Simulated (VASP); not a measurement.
# ZnS (Cm) in VASP: a series of runs

The runs below take ZnS through single point, with PBE.

All numbers are computed with VASP 6.6.1; they aren't measurements. Logs are shortened: lines on timing, memory, paths and dates and some standing lists are left out, and cuts for length are marked.

## Step 1: The cell of the first run

The structure is monoclinic, space group Cm (No. 8). The conventional cell has a = 6.661 Å, b = 3.845 Å, c = 6.305 Å, α = 90.00°, β = 90.00°, γ = 90.00°. Zn (site symmetry m) has 4 S at 2.25 to 2.81 Å within 3.0 Å. Within 3.1 Å of Zn (site symmetry m) lie 4 S at 2.36 Å. Within 3.0 Å of S (site symmetry m) lie 4 Zn at 2.25 to 2.36 Å. Within 3.0 Å of S (site symmetry m) lie 4 Zn at 2.25 to 2.81 Å.

## Step 2: Single point, PBE (atom 1 (Zn) moved -0.450 Å towards its neighbour atom 4 (S) at 2.357 Å)

Input file INCAR:

```
SYSTEM = ZnS
  PREC = Accurate
  ENCUT = 520
  EDIFF = 1E-6
  ISMEAR = 0
  SIGMA = 0.05
  LREAL = .FALSE.
  LASPH = .TRUE.
  NELM = 80
  ALGO = Normal
  ISIF = 2
  LWAVE = .FALSE.
  LCHARG = .TRUE.
  GGA = PE
  LELF = .TRUE.
  LVHAR = .TRUE.
  NBANDS = 26
```

Input file KPOINTS:

```
regular mesh
0
G
  12 12 4
  0 0 0
```

Input file POSCAR:

```
ZnS
1.0
    3.8454929889      0.0000000000      0.0000000000
   -1.9227464944      3.3302946184      0.0000000000
    0.0000000000      0.0000000000      6.3053333047
Zn S
2 2
Direct
    0.4606205728      0.7303102864      0.0291700766
    0.6666666667      0.3333333333      0.5052197899
    0.3333333333      0.6666666667      0.3797802101
    0.6666666667      0.3333333333      0.8797802101
```

Potentials or basis: VASP PAW PBE potentials, release 64 (Zn, S).

The run is started by

```console
$ cat potpaw_PBE.64/Zn/POTCAR potpaw_PBE.64/S/POTCAR > POTCAR
$ mpirun -np 1 vasp_std > vasp.out
```

OUTCAR:

```text
SYSTEM = ZnS
   PREC = Accurate
   ENCUT = 520
   EDIFF = 1E-6
   ISMEAR = 0
   LREAL = .FALSE.
   LASPH = .TRUE.
   NELM = 80
   ISIF = 2
   GGA = PE

 ion  position               nearest neighbor table
   1  0.461  0.730  0.029-   4 2.25   4 2.25   3 2.25   4 2.81
   2  0.667  0.333  0.505-   3 2.36   3 2.36   3 2.36   4 2.36
   3  0.333  0.667  0.380-   1 2.25   2 2.36   2 2.36   2 2.36
   4  0.667  0.333  0.880-   1 2.25   1 2.25   2 2.36   1 2.81

  LATTYP: Found a hexagonal cell.
 ALAT       =     3.8454929889
 C/A-ratio  =     1.6396683918

  Lattice vectors:

 A1 = (   3.8454929889,   0.0000000000,   0.0000000000)
 A2 = (  -1.9227464944,   3.3302946184,   0.0000000000)
 A3 = (   0.0000000000,   0.0000000000,   6.3053333047)

Analysis of symmetry for initial positions (statically):
=====================================================================
 Subroutine PRICEL returns:
 Original cell was already a primitive cell.

 Routine SETGRP: Setting up the symmetry group for a
 hexagonal supercell.

 Subroutine GETGRP returns: Found  2 space group operations
 (whereof  2 operations were pure point group operations)
 out of a pool of 24 trial point group operations.

The static configuration has the point symmetry C_1h.

Analysis of symmetry for dynamics (positions and initial velocities):
=====================================================================
 Subroutine PRICEL returns:
 Original cell was already a primitive cell.

 Routine SETGRP: Setting up the symmetry group for a
 hexagonal supercell.

 Subroutine GETGRP returns: Found  2 space group operations
 (whereof  2 operations were pure point group operations)
 out of a pool of 24 trial point group operations.

The dynamic configuration has the point symmetry C_1h.

 Subroutine INISYM returns: Found  2 space group operations
 (whereof  2 operations are pure point group operations),
 and found     1 'primitive' translations

----------------------------------------------------------------------------------------

                                     Primitive cell

  volume of cell :      80.7500

  direct lattice vectors                    reciprocal lattice vectors
     3.845492989  0.000000000  0.000000000     0.260044682  0.150136867  0.000000000
    -1.922746494  3.330294618  0.000000000     0.000000000  0.300273734  0.000000000
     0.000000000  0.000000000  6.305333305     0.000000000  0.000000000  0.158595898

  length of vectors
     3.845492989  3.845492989  6.305333305     0.300273734  0.300273734  0.158595898

  position of ions in fractional coordinates (direct lattice)
     0.460620573  0.730310286  0.029170077
     0.666666667  0.333333333  0.505219790
     0.333333333  0.666666667  0.379780210
     0.666666667  0.333333333  0.879780210

  ion indices of the primitive-cell ions
   primitive index   ion index
                 1           1
                 2           2
                 3           3
                 4           4

----------------------------------------------------------------------------------------

 KPOINTS: regular mesh

Automatic generation of k-mesh.
 Grid dimensions read from file:
 generate k-points for:   12   12    4

 Generating k-lattice:

  Cartesian coordinates                     Fractional coordinates (reciprocal lattice)
     0.021670390  0.012511406  0.000000000     0.083333333  0.000000000  0.000000000
     0.000000000  0.025022811  0.000000000     0.000000000  0.083333333  0.000000000
     0.000000000  0.000000000  0.039648975     0.000000000  0.000000000  0.250000000

  Length of vectors
     0.025022811  0.025022811  0.039648975

  Shift w.r.t. Gamma in fractional coordinates (k-lattice)
     0.000000000  0.000000000  0.000000000

 Subroutine IBZKPT returns following result:
 ===========================================

 Found    164 irreducible k-points:

 Following reciprocal coordinates:
            Coordinates               Weight
  0.000000  0.000000  0.000000      1.000000
  0.083333 -0.000000  0.000000      2.000000
  0.000000  0.083333  0.000000      4.000000
  0.166667 -0.000000  0.000000      2.000000
  0.000000  0.166667  0.000000      4.000000
  0.250000  0.000000  0.000000      2.000000
[... 16 lines left out ...]
 -0.083333  0.416667  0.000000      4.000000
 -0.416667  0.333333  0.000000      4.000000
 [... further k-points ...]
   k-points           NKPTS =    164   k-points in BZ     NKDIM =    164   number of bands    NBANDS=     26
   number of dos      NEDOS =    301   number of ions     NIONS =      4
   total plane-waves  NPLWV =  43200
   dimension x,y,z NGX =    30 NGY =   30 NGZ =   48
   dimension x,y,z NGXF=    60 NGYF=   60 NGZF=   96
   ions per type =               2   2
   NGX,Y,Z   is equivalent  to a cutoff of  12.97, 12.97, 12.66 a.u.
   NGXF,Y,Z  is equivalent  to a cutoff of  25.94, 25.94, 25.31 a.u.
 SYSTEM =  ZnS
   PREC   = accura    normal or accurate (medium, high low for compatibility)
   ISTART =      0    job   : 0-new  1-cont  2-samecut
   ICHARG =      2    charge: 1-file 2-atom 10-const
   ISPIN  =      1    spin polarized calculation?
   LNONCOLLINEAR =      F non collinear calculations
   LSORBIT =      F    spin-orbit coupling
   LASPH  =      T    aspherical Exc in radial PAW
   ENCUT  =  520.0 eV  38.22 Ry    6.18 a.u.   7.15  7.15 11.72*2*pi/ulx,y,z
   NELM   =     80;   NELMIN=  2; NELMDL= -5     # of ELM steps
   EDIFF  = 0.1E-05   stopping-criterion for ELM
   LREAL  =      F    real-space projection
   EDIFFG = 0.1E-04   stopping-criterion for IOM
   NSW    =      0    number of steps for IOM
   IBRION =     -1    ionic relax: 0-MD 1-quasi-New 2-CG
   NFREE  =      0    steps in history (QN), initial steepest desc. (CG)
   ISIF   =      2    stress and relaxation
   ISYM   =      2    0-nonsym 1-usesym 2-fastsym
   POTIM  = 0.5000    time-step for ionic-motion
   TEBEG  =    0.0;   TEEND  =   0.0 temperature during run
   PSTRESS=    0.0 pullay stress
   NELECT =      36.0000    total number of electrons
   NUPDOWN=      -1.0000    fix difference up-down
   EMIN   =  10.00;   EMAX   =-10.00  energy-range for DOS
   EFERMI =   0.00;   METHOD = LEGACY
   ISMEAR =     0;   SIGMA  =   0.05  broadening in eV -4-tet -1-fermi 0-gaus
   EFERMI_NEDOS =   21; number of points for ismear=-14 and -15
   IALGO  =     38    algorithm
   IMIX   =      4    mixing-type and parameters
     AMIX     =   0.40;   BMIX     =  1.00
     AMIX_MAG =   1.60;   BMIX_MAG =  1.00
  volume/ion in A,a.u.               =      20.19       136.23
  Fermi-wavevector in a.u.,A,eV,Ry     =   1.250628  2.363344 21.280464  1.564070
  Thomas-Fermi vector in A             =   2.384613
   LORBIT       =      0    0 simple, 1 ext, 2 COOP (PROOUT), +10 PAW based schemes
   GGA     = PE    functional components
   LHFCALC =     F    Hartree Fock is set to
   AEXX    =    0.0000 exact exchange contribution
   IVDW    =     0    specifies the selected vdW correction
   LEPSILON=     F    determine dielectric tensor
   LRPA    =     F    only Hartree local field effects (RPA)
 non-spin polarized calculation
 Gauss-broadening in eV      SIGMA  =   0.05
  energy-cutoff  :      520.00
  volume of cell :       80.75
 maximum number of plane-waves:      2208
 NGX is ok and might be reduce to    30
   NGX = 15   NGY = 15   NGZ = 23

 number of electron      36.0000005 magnetization

 Free energy of the ion-electron system (eV)
  ---------------------------------------------------
  ext. energy  EPLUGINS =         0.00000000
  ---------------------------------------------------
  free energy    TOTEN  =       -13.39639492 eV

  energy without entropy =      -13.39639492  energy(sigma->0) =      -13.39639492

 E-fermi :   2.3529     XC(G=0):  -9.5190

 val. band max:        2.1148919091   @ k =   0.0000   0.0000   0.0000
 cond. band min:       3.9394852165   @ k =   0.0000   0.0000   0.0000
 fundamental gap:      1.8245933074
 Fermi energy:         2.3528661758

 k-point     1 :       0.0000    0.0000    0.0000
  band No.  band energies     occupation
      1     -11.2172      2.00000
      2     -10.1564      2.00000
      3      -4.5442      2.00000
      4      -4.5272      2.00000
      5      -4.4264      2.00000
      6      -4.3383      2.00000
[... 18 lines left out ...]
     25      10.1938      0.00000
     26      10.9517      0.00000

 k-point     2 :       0.0833   -0.0000    0.0000
  band No.  band energies     occupation
      1     -11.1752      2.00000
      2     -10.1336      2.00000
      3      -4.5366      2.00000
      4      -4.5220      2.00000
      5      -4.4279      2.00000
      6      -4.3306      2.00000
[... 18 lines left out ...]
     25      10.2954      0.00000
     26      10.7301      0.00000

 k-point     3 :       0.0000    0.0833    0.0000
  band No.  band energies     occupation
      1     -11.1732      2.00000
      2     -10.1301      2.00000
      3      -4.5374      2.00000
      4      -4.5266      2.00000
      5      -4.4161      2.00000
      6      -4.3370      2.00000
[... 18 lines left out ...]
     25      10.1286      0.00000
     26      10.7040      0.00000

 k-point     4 :       0.1667   -0.0000    0.0000
  band No.  band energies     occupation
      1     -11.0554      2.00000
      2     -10.0718      2.00000
      3      -4.5147      2.00000
      4      -4.5099      2.00000
      5      -4.4316      2.00000
      6      -4.3076      2.00000
[... 18 lines left out ...]
     25      10.3684      0.00000
     26      10.5895      0.00000

 k-point     5 :       0.0000    0.1667    0.0000
  band No.  band energies     occupation
      1     -11.0479      2.00000
      2     -10.0579      2.00000
      3      -4.5392      2.00000
      4      -4.5025      2.00000
      5      -4.3866      2.00000
      6      -4.3249      2.00000
[... 18 lines left out ...]
     25      10.0086      0.00000
     26      10.5272      0.00000

 k-point     6 :       0.2500    0.0000    0.0000
  band No.  band energies     occupation
      1     -10.8784      2.00000
      2      -9.9898      2.00000
      3      -4.4979      2.00000
      4      -4.4819      2.00000
      5      -4.4345      2.00000
      6      -4.2725      2.00000
[... 427 lines left out ...]
 k-point    21 :      -0.3333    0.2500    0.0000
  band No.  band energies     occupation
      1     -10.7394      2.00000
      2      -9.9103      2.00000
      3      -4.5285      2.00000
      4      -4.4426      2.00000
      5      -4.3371      2.00000
      6      -4.2758      2.00000
[... 18 lines left out ...]
     25      10.4015      0.00000
     26      10.7695      0.00000

 k-point    22 :       0.3333    0.0833    0.0000
  band No.  band energies     occupation
      1     -10.5694      2.00000
      2      -9.8774      2.00000
      3      -4.4936      2.00000
      4      -4.4486      2.00000
      5      -4.3738      2.00000
      6      -4.2199      2.00000
[... 18 lines left out ...]
     25      10.6476      0.00000
     26      11.6876      0.00000

 k-point    23 :      -0.0833    0.4167    0.0000
  band No.  band energies     occupation
      1     -10.5384      2.00000
      2      -9.8203      2.00000
      3      -4.4777      2.00000
      4      -4.3854      2.00000
      5      -4.3148      2.00000
      6      -4.2032      2.00000
[... 18 lines left out ...]
     25      10.8989      0.00000
     26      11.9469      0.00000

 k-point    24 :      -0.4167    0.3333    0.0000
  band No.  band energies     occupation
      1     -10.5446      2.00000
      2      -9.8329      2.00000
      3      -4.5013      2.00000
      4      -4.4130      2.00000
      5      -4.2914      2.00000
      6      -4.2353      2.00000
[... 18 lines left out ...]
     25      10.8511      0.00000
     26      11.6113      0.00000

 [... further k-points ...]
[... 5 lines left out ...]
  --------------------------------------------------------------------------------------
  -------------------------------------------------------------------------------------
  Total        0.4008660      0.9682259      1.2082715     -0.4913481     -0.2551916     -0.4420051
  in kB        7.9536609     19.2107598     23.9735521     -9.7489336     -5.0633075     -8.7699108
  external PRESSURE =      17.0459909 kB  Pullay stress =       0.0000000 kB

 VOLUME and BASIS-vectors are now :
 -----------------------------------------------------------------------------
  energy-cutoff  :      520.00
  volume of cell :       80.75
      direct lattice vectors                 reciprocal lattice vectors
     3.845492989  0.000000000  0.000000000     0.260044682  0.150136867  0.000000000
    -1.922746494  3.330294618  0.000000000     0.000000000  0.300273734  0.000000000
     0.000000000  0.000000000  6.305333305     0.000000000  0.000000000  0.158595898

 POSITION                                       TOTAL-FORCE (eV/Angst)
 -----------------------------------------------------------------------------------
      0.36711      2.43215      0.18393        -0.673616     -0.388913     -0.574437
      1.92275      1.11010      3.18558        -0.092867     -0.053617      0.303624
     -0.00000      2.22020      2.39464         0.094574      0.054602      0.515579
      1.92275      1.11010      5.54731         0.671910      0.387927     -0.244766
 -----------------------------------------------------------------------------------
    total drift:                                0.000684      0.000388     -0.000303

  FREE ENERGIE OF THE ION-ELECTRON SYSTEM (eV)
  ---------------------------------------------------
  free  energy   TOTEN  =       -13.3963949184 eV

  energy  without entropy=      -13.3963949184  energy(sigma->0) =      -13.39639492
```

It took 2.4 min on 1 thread of Intel Xeon 6975P-C (Granite Rapids), shared host; peak memory 0.4 GiB.

Results:

| Quantity | Value |
| --- | --- |
| Free energy | -13.3964 eV |
| Pressure | 1.7 GPa |
| Largest force | 0.967 eV/Å |
| Band gap on the k mesh | 1.82 eV, direct |

Forces on the atoms (eV/Å):
```
Zn  -0.674 -0.389 -0.574
Zn  -0.093 -0.054  0.304
S    0.095  0.055  0.516
S    0.672  0.388 -0.245
```

Stress tensor (GPa, compression positive):
```
 0.80 -0.97 -0.88
-0.97  1.92 -0.51
-0.88 -0.51  2.40
```

Levels at points of the mesh, in eV from the valence-band top:
```csv
k point,band 14,band 15,band 16,band 17,band 18,band 19,band 20,band 21,band 22,band 23
"(0.00, 0.00, 0.00)",-1.42,-0.98,-0.36,-0.30,0.00,1.82,3.08,6.06,6.33,6.44
"(0.50, 0.00, 0.00)",-3.92,-3.21,-2.48,-1.62,-0.95,3.22,3.80,4.72,6.48,7.15
"(0.00, 0.50, 0.00)",-4.21,-3.38,-2.27,-2.11,-0.72,3.37,4.25,4.68,6.59,7.13
"(0.00, 0.00, 0.50)",-2.94,-1.05,-0.91,-0.72,-0.07,3.07,3.72,5.95,6.32,6.43
"(0.50, 0.00, 0.50)",-4.15,-2.00,-1.80,-1.63,-1.54,2.87,3.40,4.73,5.25,8.33
"(0.00, 0.50, 0.50)",-4.82,-2.16,-1.99,-1.76,-1.03,3.02,3.56,4.86,5.33,8.35
```

Caveat: the cell differs from its parent crystal (atom 1 (Zn) moved -0.450 Å towards its neighbour atom 4 (S) at 2.357 Å).

(Continued in part 2 of 2.)
